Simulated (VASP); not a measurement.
Set up this calculation in VASP 6.6.1, as the native input.

```yaml
Task: relaxation of cell and atoms
Functional: PBE
Potentials_or_basis: VASP PAW PBE potentials, release 64 (Zr_sv)
Cutoff: 600 eV
k_mesh: 18 × 18 × 8
Occupations: gaussian, width 0.1 eV
Spin: no spin polarisation
Dipole_correction: no
Further_INCAR_settings: ALGO = Fast; EDIFF = 1e-07; IBRION = 2; EDIFFG = -0.01; NSW = 80; ISIF = 3
```

The structure of Zr lies in POSCAR:

```
Zr
1.0
    3.2276399667      0.0000000000      0.0000000000
   -1.6138199833      2.7952182055      0.0000000000
    0.0000000000      0.0000000000      5.1762875167
Zr
2
Direct
    0.3333333333      0.6666666667      0.2500000000
    0.6666666667      0.3333333333      0.7500000000
```

One way to write it, as run:

INCAR

```
SYSTEM = Zr
PREC = Accurate ; ENCUT = 600
EDIFF = 1E-7 ; ISMEAR = 0
SIGMA = 0.1 ; LREAL = .FALSE.
LASPH = .TRUE. ; NELM = 80
ALGO = Fast ; ISIF = 3
LWAVE = .FALSE. ; LCHARG = .FALSE.
GGA = PE ; IBRION = 2
NSW = 80 ; EDIFFG = -0.01
```

KPOINTS

```
Automatic mesh
0
G
  18 18 8
  0 0 0
```

Potentials or basis: VASP PAW PBE potentials, release 64 (Zr_sv).

Command:

```console
$ cat potpaw_PBE.64/Zr_sv/POTCAR > POTCAR
$ mpirun -np 1 vasp_std > vasp.out
```

It gave:

- Relaxed volume: 23.40 Å³/atom
- Relaxed cell: a = 3.233 Å, b = 3.233 Å, c = 5.169 Å, α = 90.00°, β = 90.00°, γ = 120.00°
- Space group after relaxing (to 0.05 Å): P6_3/mmc (No. 194)
- Energy gained by relaxing: 0.1 meV/atom
- Ionic steps: 4
- Pressure after relaxing: 0.0 GPa
- Band gap on the k mesh: zero (band 12 reaches 9.88 eV, above the bottom of band 13 at 8.70 eV)

It took 5.3 min on 1 thread of Intel(R) Xeon(R) 6975P-C (Granite Rapids), with other jobs on the host, peak memory 0.29 GiB.
